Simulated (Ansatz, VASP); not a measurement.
B2P in VASP and in Ansatz

```
B P
1.0
     1.51512    0.87475    3.92488
    -1.51512    0.87475    3.92488
     0.00000   -1.74950    3.92488
B P
2 1
Direct
  0.42934 0.42934 0.42934
  0.57066 0.57066 0.57066
  0.00000 0.00000 0.00000
```

Alike in both runs: functional RPBE; k mesh 10 × 10 × 10; occupations fermi-dirac, width 0.05 eV; no spin polarisation.

|  | VASP | Ansatz |
| --- | --- | --- |
| version | VASP 6.6.1 | Ansatz 0.2.0 |
| potentials or method | VASP PAW PBE potentials, release 64 (B, P) | Ansatz PAW |
| plane-wave cutoff (eV) | 520 | 420 |
| valence electrons in the cell | 11 | 11 |
| task | single point | band structure |

|  | VASP | Ansatz | Ansatz less VASP |
| --- | --- | --- | --- |
| gap on the k mesh at the Fermi level (eV) | none | none | - |
| pressure (GPa) | 2.0 | 2.4 | +0.44 |
| traceless stress, the component that is largest in VASP (GPa) | 0.63 | 0.48 | -0.150 |
| rms of the force components (eV/Å) | 0.004 | 0.019 | +0.0153 |

VASP's potentials were made for PBE, not for RPBE. Atom by atom the forces differ by 0.015 eV/Å (rms over components). A gap of «none» marks a metal or a gap that the smearing closes.
